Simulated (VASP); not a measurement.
The system is Pt.

```
Pt
1.0
     0.00000    1.95790    1.95790
     1.95790    0.00000    1.95790
     1.95790    1.95790    0.00000
Pt
1
Cartesian
  0.0000 0.0000 0.0000
```

Base run:

* Program: VASP 6.6.1
* Functional: PBE
* Potentials or basis: VASP PAW PBE potentials, release 64 (Pt)
* Cutoff: 520 eV
* k mesh: 11 × 11 × 11
* Occupations: fermi-dirac, width 0.1 eV
* Spin: no spin polarisation

Its results: band gap on the k mesh zero (band 5 reaches 11.75 eV, above the bottom of band 6 at 9.62 eV); pressure 11.0 GPa.

**Question.** The run is repeated on the same cell with these changes: cutoff from 520 eV to 500 eV; k mesh from 11 × 11 × 11 to 6 × 6 × 6. What comes out?

**Answer.** Band gap on the k mesh zero (band 5 reaches 11.82 eV, above the bottom of band 6 at 9.57 eV); pressure 8.5 GPa.

Caveats: some runs use coarse meshes; spin-orbit coupling is left out, which moves the levels of the heavy elements.
